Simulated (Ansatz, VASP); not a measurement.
## ScHO2: VASP beside Ansatz

```
Sc H O
1.0
     3.19909    0.00000    0.00000
    -1.59954    2.77049    0.00000
     0.00000    0.00000    9.26496
Sc H O
2 2 4
Direct
  0.00000 0.00000 0.50567
  0.00000 0.00000 0.00567
  0.66667 0.33333 0.77157
  0.33333 0.66667 0.27157
  0.66667 0.33333 0.60388
  0.66667 0.33333 0.88254
  0.33333 0.66667 0.10388
  0.33333 0.66667 0.38254
```

Alike in both runs: functional PBEsol; k mesh 12 × 12 × 4; occupations gaussian, width 0.05 eV; no spin polarisation.

Ansatz relaxed the structure, and its values are those at the end. VASP's run is a single point on that final structure, the one shown.

```csv
,VASP,Ansatz
version,VASP 6.6.1,Ansatz 0.2.0
potentials or method,"VASP PAW PBE potentials, release 64 (Sc_sv, H_h, O_h), cutoff 910 eV","scalar-relativistic, plane waves, PAW"
valence electrons in the cell,48,48
```

|  | VASP | Ansatz | Ansatz less VASP |
| --- | --- | --- | --- |
| gap on the k mesh at the Fermi level (eV) | 4.34 | 4.37 | +0.024 |
| least direct gap on the mesh (eV) | 4.70 | 4.72 | +0.017 |
| rms of the force components (eV/Å) | 0.029 | 0.001 | -0.0279 |

VASP's potentials were made for PBE, not for PBEsol.

Noted on VASP's run: the cutoff is under 1.25 times that of the potentials, so the pressure is a little rough.
